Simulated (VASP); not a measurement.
# Cs2Gd (P6/mmm) in VASP: single point with PBE

Aim: the single point of Cs2Gd with PBE.

All numbers are computed with VASP 6.6.1; they aren't measurements. Logs are shortened: lines on timing, memory, paths and dates and some standing lists are left out, and cuts for length are marked.

### 1 The cell of the first run

It takes space group P6/mmm (No. 191, hexagonal). Conventional cell: a = 6.228 Å, b = 6.228 Å, c = 4.667 Å, α = 90.00°, β = 90.00°, γ = 120.00°. Within 4.7 Å of Cs (site symmetry -6m2) lie 5 Cs at 3.60 to 4.67 Å and 6 Gd at 4.29 Å. Within 5.6 Å of Gd (site symmetry 6/mmm) lie 12 Cs at 4.29 Å and 2 Gd at 4.67 Å.

The cell was built from a structure type or drawn by symmetry, and may not be a known phase.

### 2 Single point, PBE, collinear spin, ferromagnetic start

INCAR reads:

```
ALGO = Normal ; EDIFF = 1E-6
ENCUT = 520 ; GGA = PE
ISIF = 2 ; ISMEAR = 0
ISPIN = 2 ; LASPH = T
LCHARG = T ; LELF = T
LMAXMIX = 6 ; LORBIT = 11
LREAL = F ; LVHAR = T
LWAVE = F ; MAGMOM = 0 0 7
NBANDS = 29 ; NELM = 150
PREC = Accurate ; SIGMA = 0.1
```

KPOINTS reads:

```
k-points
0
Gamma
  3 3 4
```

POSCAR reads:

```
Cs2Gd
1.0
    6.2280800200      0.0000000000      0.0000000000
   -3.1140400100      5.3936755200      0.0000000000
    0.0000000000      0.0000000000      4.6671101200
Cs Gd
2 1
Direct
    0.3333333300      0.6666666700      0.5000000000
    0.6666666700      0.3333333300      0.5000000000
    0.0000000000      0.0000000000      0.0000000000
```

Potentials or basis: VASP PAW PBE potentials, release 64 (Cs_sv, Gd).

The run is started by

```bash
cat potpaw_PBE.64/Cs_sv/POTCAR potpaw_PBE.64/Gd/POTCAR > POTCAR
mpirun -np 1 vasp_std > vasp.out
```

OUTCAR:

```text
EDIFF = 1E-6
   ENCUT = 520
   GGA = PE
   ISIF = 2
   ISMEAR = 0
   ISPIN = 2
   LASPH = T
   LORBIT = 11
   LREAL = F
   NELM = 150
   PREC = Accurate

 ion  position               nearest neighbor table
   1  0.333  0.667  0.500-
   2  0.667  0.333  0.500-
   3  0.000  0.000  0.000-

  LATTYP: Found a hexagonal cell.
 ALAT       =     6.2280800200
 C/A-ratio  =     0.7493657925

  Lattice vectors:

 A1 = (   6.2280800200,   0.0000000000,   0.0000000000)
 A2 = (  -3.1140400100,   5.3936755200,   0.0000000000)
 A3 = (   0.0000000000,   0.0000000000,   4.6671101200)

Analysis of symmetry for initial positions (statically):
=====================================================================
 Subroutine PRICEL returns:
 Original cell was already a primitive cell.

 Routine SETGRP: Setting up the symmetry group for a
 hexagonal supercell.

 Subroutine GETGRP returns: Found 24 space group operations
 (whereof 24 operations were pure point group operations)
 out of a pool of 24 trial point group operations.

The static configuration has the point symmetry D_6h.

Analysis of symmetry for dynamics (positions and initial velocities):
=====================================================================
 Subroutine PRICEL returns:
 Original cell was already a primitive cell.

 Routine SETGRP: Setting up the symmetry group for a
 hexagonal supercell.

 Subroutine GETGRP returns: Found 24 space group operations
 (whereof 24 operations were pure point group operations)
 out of a pool of 24 trial point group operations.

The dynamic configuration has the point symmetry D_6h.

Analysis of structural, dynamic, and magnetic symmetry:
=====================================================================
 Subroutine PRICEL returns:
 Original cell was already a primitive cell.

 Routine SETGRP: Setting up the symmetry group for a
 hexagonal supercell.

 Subroutine GETGRP returns: Found 24 space group operations
 (whereof 24 operations were pure point group operations)
 out of a pool of 24 trial point group operations.

The overall configuration has the point symmetry D_6h.

 Subroutine INISYM returns: Found 24 space group operations
 (whereof 24 operations are pure point group operations),
 and found     1 'primitive' translations

----------------------------------------------------------------------------------------

                                     Primitive cell

  volume of cell :     156.7787

  direct lattice vectors                    reciprocal lattice vectors
     6.228080020  0.000000000  0.000000000     0.160563126  0.092701164  0.000000000
    -3.114040010  5.393675520  0.000000000     0.000000000  0.185402328  0.000000000
     0.000000000  0.000000000  4.667110120     0.000000000  0.000000000  0.214265354

  length of vectors
     6.228080020  6.228080025  4.667110120     0.185402329  0.185402328  0.214265354

  position of ions in fractional coordinates (direct lattice)
     0.333333330  0.666666670  0.500000000
     0.666666670  0.333333330  0.500000000
     0.000000000  0.000000000  0.000000000

  ion indices of the primitive-cell ions
   primitive index   ion index
                 1           1
                 2           2
                 3           3

----------------------------------------------------------------------------------------

 KPOINTS: k-points

Automatic generation of k-mesh.
 Grid dimensions read from file:
 generate k-points for:    3    3    4

 Generating k-lattice:

  Cartesian coordinates                     Fractional coordinates (reciprocal lattice)
     0.053521042  0.030900388  0.000000000     0.333333333  0.000000000  0.000000000
     0.000000000  0.061800776  0.000000000     0.000000000  0.333333333  0.000000000
     0.000000000  0.000000000  0.053566338     0.000000000  0.000000000  0.250000000

  Length of vectors
     0.061800776  0.061800776  0.053566338

  Shift w.r.t. Gamma in fractional coordinates (k-lattice)
     0.000000000  0.000000000  0.000000000

 Subroutine IBZKPT returns following result:
 ===========================================

 Found      9 irreducible k-points:

 Following reciprocal coordinates:
            Coordinates               Weight
  0.000000  0.000000  0.000000      1.000000
  0.333333  0.000000  0.000000      6.000000
  0.333333  0.333333  0.000000      2.000000
  0.000000  0.000000  0.250000      2.000000
  0.333333  0.000000  0.250000     12.000000
  0.333333  0.333333  0.250000      4.000000
  0.000000  0.000000  0.500000      1.000000
  0.333333  0.000000  0.500000      6.000000
  0.333333  0.333333  0.500000      2.000000
   k-points           NKPTS =      9   k-points in BZ     NKDIM =      9   number of bands    NBANDS=     29
   number of dos      NEDOS =    301   number of ions     NIONS =      3
   total plane-waves  NPLWV =  82944
   dimension x,y,z NGX =    48 NGY =   48 NGZ =   36
   dimension x,y,z NGXF=    96 NGYF=   96 NGZF=   72
   ions per type =               2   1
   NGX,Y,Z   is equivalent  to a cutoff of  12.81, 12.81, 12.82 a.u.
   NGXF,Y,Z  is equivalent  to a cutoff of  25.63, 25.63, 25.65 a.u.
 SYSTEM =  unknown system
   PREC   = accura    normal or accurate (medium, high low for compatibility)
   ISTART =      0    job   : 0-new  1-cont  2-samecut
   ICHARG =      2    charge: 1-file 2-atom 10-const
   ISPIN  =      2    spin polarized calculation?
   LNONCOLLINEAR =      F non collinear calculations
   LSORBIT =      F    spin-orbit coupling
   LASPH  =      T    aspherical Exc in radial PAW
   ENCUT  =  520.0 eV  38.22 Ry    6.18 a.u.  11.58 11.58  8.68*2*pi/ulx,y,z
   NELM   =    150;   NELMIN=  2; NELMDL= -5     # of ELM steps
   EDIFF  = 0.1E-05   stopping-criterion for ELM
   LREAL  =      F    real-space projection
   EDIFFG = 0.1E-04   stopping-criterion for IOM
   NSW    =      0    number of steps for IOM
   IBRION =     -1    ionic relax: 0-MD 1-quasi-New 2-CG
   NFREE  =      0    steps in history (QN), initial steepest desc. (CG)
   ISIF   =      2    stress and relaxation
   ISYM   =      2    0-nonsym 1-usesym 2-fastsym
   POTIM  = 0.5000    time-step for ionic-motion
   TEBEG  =    0.0;   TEEND  =   0.0 temperature during run
   PSTRESS=    0.0 pullay stress
   NELECT =      36.0000    total number of electrons
   NUPDOWN=      -1.0000    fix difference up-down
   EMIN   =  10.00;   EMAX   =-10.00  energy-range for DOS
   EFERMI =   0.00;   METHOD = LEGACY
   ISMEAR =     0;   SIGMA  =   0.10  broadening in eV -4-tet -1-fermi 0-gaus
   EFERMI_NEDOS =   21; number of points for ismear=-14 and -15
   IALGO  =     38    algorithm
   IMIX   =      4    mixing-type and parameters
     AMIX     =   0.40;   BMIX     =  1.00
     AMIX_MAG =   1.60;   BMIX_MAG =  1.00
  volume/ion in A,a.u.               =      52.26       352.66
  Fermi-wavevector in a.u.,A,eV,Ry     =   1.002490  1.894431 13.673663  1.004986
  Thomas-Fermi vector in A             =   2.134980
   LORBIT       =     11    0 simple, 1 ext, 2 COOP (PROOUT), +10 PAW based schemes
   GGA     = PE    functional components
   LHFCALC =     F    Hartree Fock is set to
   AEXX    =    0.0000 exact exchange contribution
   IVDW    =     0    specifies the selected vdW correction
   LEPSILON=     F    determine dielectric tensor
   LRPA    =     F    only Hartree local field effects (RPA)
 spin polarized calculation
 Gauss-broadening in eV      SIGMA  =   0.10
  energy-cutoff  :      520.00
  volume of cell :      156.78
 maximum number of plane-waves:      4259
 NGX is ok and might be reduce to    48
   NGX = 23   NGY = 23   NGZ = 17

 number of electron      36.0000003 magnetization       9.3839476

 Free energy of the ion-electron system (eV)
  ---------------------------------------------------
  ext. energy  EPLUGINS =         0.00000000
  ---------------------------------------------------
  free energy    TOTEN  =       -10.94641931 eV

  energy without entropy =      -10.88018770  energy(sigma->0) =      -10.91330350

 E-fermi :   2.3709     XC(G=0):  -7.9037

 val. band max:        2.3162322308   @ k =   0.3333   0.0000   0.5000
 cond. band min:       2.3738533334   @ k =   0.3333   0.0000   0.0000
 fundamental gap:      0.0576211026
 Fermi energy:         2.3708764286

 spin component 1

 k-point     1 :       0.0000    0.0000    0.0000
  band No.  band energies     occupation
      1     -43.6512      1.00000
      2     -21.1456      1.00000
      3     -21.1456      1.00000
      4     -21.0634      1.00000
      5     -21.0611      1.00000
      6     -20.6467      1.00000
[... 21 lines left out ...]
     28       4.7901      0.00000
     29       5.1628      0.00000

 k-point     2 :       0.3333    0.0000    0.0000
  band No.  band energies     occupation
      1     -43.6512      1.00000
      2     -21.1616      1.00000
      3     -21.1458      1.00000
      4     -21.0634      1.00000
      5     -20.9619      1.00000
      6     -20.7381      1.00000
[... 21 lines left out ...]
     28       4.5283      0.00000
     29       5.3172      0.00000

 k-point     3 :       0.3333    0.3333    0.0000
  band No.  band energies     occupation
      1     -43.6512      1.00000
      2     -21.1539      1.00000
      3     -21.1539      1.00000
      4     -21.0633      1.00000
      5     -20.8519      1.00000
      6     -20.8519      1.00000
[... 157 lines left out ...]
      4     -21.0961      1.00000
      5     -20.9497      1.00000
      6     -20.7218      1.00000
[... 21 lines left out ...]
     28       4.5575      0.00000
     29       5.3701      0.00000

 k-point     9 :       0.3333    0.3333    0.5000
  band No.  band energies     occupation
      1     -43.6507      1.00000
      2     -21.1440      1.00000
      3     -21.1440      1.00000
      4     -21.0869      1.00000
      5     -20.8427      1.00000
      6     -20.8427      1.00000
[... 21 lines left out ...]
     28       4.5393      0.00000
     29       5.0773      0.00000
 Fermi energy:         2.3708764286

 spin component 2

 k-point     1 :       0.0000    0.0000    0.0000
  band No.  band energies     occupation
      1     -40.3479      1.00000
      2     -20.9865      1.00000
      3     -20.5782      1.00000
      4     -18.6394      1.00000
      5     -18.6394      1.00000
      6     -18.5718      1.00000
[... 21 lines left out ...]
     28       5.3213      0.00000
     29       5.8772      0.00000

 k-point     2 :       0.3333    0.0000    0.0000
  band No.  band energies     occupation
      1     -40.3479      1.00000
      2     -20.9055      1.00000
      3     -20.6689      1.00000
      4     -18.6397      1.00000
      5     -18.6378      1.00000
      6     -18.5716      1.00000
[... 21 lines left out ...]
     28       5.2532      0.00000
     29       6.0454      0.00000

 k-point     3 :       0.3333    0.3333    0.0000
  band No.  band energies     occupation
      1     -40.3479      1.00000
      2     -20.7897      1.00000
      3     -20.7897      1.00000
      4     -18.6383      1.00000
      5     -18.6383      1.00000
      6     -18.5715      1.00000
[... 158 lines left out ...]
      5     -18.6366      1.00000
      6     -18.6008      1.00000
[... 21 lines left out ...]
     28       5.9657      0.00000
     29       5.9820      0.00000

 k-point     9 :       0.3333    0.3333    0.5000
  band No.  band energies     occupation
      1     -40.3473      1.00000
      2     -20.7721      1.00000
      3     -20.7721      1.00000
      4     -18.6373      1.00000
      5     -18.6373      1.00000
      6     -18.6019      1.00000
[... 21 lines left out ...]
     28       5.4677      0.00000
     29       5.4677      0.00000

------------------------ aborting loop because EDIFF is reached ----------------------------------------

  FORCE on cell =-STRESS in cart. coord.  units (eV):
  Direction    XX          YY          ZZ          XY          YZ          ZX
  --------------------------------------------------------------------------------------
  -------------------------------------------------------------------------------------
  Total        3.4584557      3.4584558      0.0333388      0.0000000      0.0000000      0.0000000
  in kB       35.3431910     35.3431911      0.3407012      0.0000000      0.0000000      0.0000000
  external PRESSURE =      23.6756944 kB  Pullay stress =       0.0000000 kB

 VOLUME and BASIS-vectors are now :
 -----------------------------------------------------------------------------
  energy-cutoff  :      520.00
  volume of cell :      156.78
      direct lattice vectors                 reciprocal lattice vectors
     6.228080020  0.000000000  0.000000000     0.160563126  0.092701164  0.000000000
    -3.114040010  5.393675520  0.000000000     0.000000000  0.185402328  0.000000000
     0.000000000  0.000000000  4.667110120     0.000000000  0.000000000  0.214265354

 POSITION                                       TOTAL-FORCE (eV/Angst)
 -----------------------------------------------------------------------------------
     -0.00000      3.59578      2.33356         0.000000      0.000000      0.000000
      3.11404      1.79789      2.33356         0.000000     -0.000000     -0.000000
      0.00000      0.00000      0.00000        -0.000000      0.000000     -0.000000
 -----------------------------------------------------------------------------------
    total drift:                                0.000000     -0.000000      0.000000

  FREE ENERGIE OF THE ION-ELECTRON SYSTEM (eV)
  ---------------------------------------------------
  free  energy   TOTEN  =       -10.9464193087 eV

  energy  without entropy=      -10.8801877001  energy(sigma->0) =      -10.91330350

 total charge

# of ion       s       p       d       f       tot
--------------------------------------------------
    1        1.850   4.648   0.086   0.000   6.585
    2        1.850   4.648   0.086   0.000   6.585
    3        2.086   5.548   0.432   7.126  15.192
--------------------------------------------------
tot          5.787  14.845   0.605   7.126  28.363

 magnetization (x)

# of ion       s       p       d       f       tot
--------------------------------------------------
    1        0.016   0.019   0.048   0.000   0.083
    2        0.016   0.019   0.048   0.000   0.083
    3        0.010  -0.046   0.404   6.671   7.038
--------------------------------------------------
tot          0.042  -0.009   0.501   6.671   7.205
```

Run time: 30 min. Hardware: 1 thread of Oxide Virtual Turin-like, shared host; peak memory 0.37 GiB.

What came out:

```yaml
Free_energy: -10.9464 eV
Pressure: 2.4 GPa
Net_moment: 9.38 μB per cell
Site_moments: Cs +0.08; Gd +7.04 μB
Valence_electrons_inside_the_program's_atomic_spheres: Cs 6.58; Gd 15.19
```

Caveat: the k points lie up to 0.39 Å⁻¹ apart; spin-orbit coupling is left out, which moves the levels of the heavy elements; semilocal functionals describe open f shells poorly, which spoils levels, moments and volumes.
